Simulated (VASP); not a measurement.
Here is a VASP 6.6.1 calculation.

File INCAR:

```
SYSTEM = GaN
ALGO     = Normal         ! electronic algorithm
EDIFF    = 1E-6           ! SCF threshold, eV
ENCUT    = 520            ! plane-wave cutoff, eV
GGA      = PE             ! functional
ISIF     = 2              ! what is computed and relaxed
ISMEAR   = 0              ! smearing method
LASPH    = .True.         ! aspherical terms in the spheres
LCHARG   = .False.        ! write CHGCAR
LREAL    = .False.        ! projectors in reciprocal space
LWAVE    = .False.        ! write WAVECAR
NBANDS   = 16             ! bands
NELM     = 60             ! most SCF steps
PREC     = Accurate       ! precision mode
SIGMA    = 0.016          ! smearing width, eV
```

KPOINTS

```
k-points
0
Gamma
  10 10 10
  0 0 0
```

File POSCAR:

```
GaN
1.0
    0.0000000000      2.2535006075      2.2535006075
    2.2535006075      0.0000000000      2.2535006075
    2.2535006075      2.2535006075      0.0000000000
Ga N
1 1
Direct
    0.0000000000      0.0000000000      0.0000000000
    0.2500000000      0.2500000000      0.2500000000
```

Potentials or basis: VASP PAW PBE potentials, release 64 (Ga_d, N).

Command:

```bash
$ cat potpaw_PBE.64/Ga_d/POTCAR potpaw_PBE.64/N/POTCAR > POTCAR
$ mpirun -np 1 vasp_std > vasp.out
```

Predict the band gap on the k mesh.

1.72 eV, direct.

Predict the pressure.

5.1 GPa.
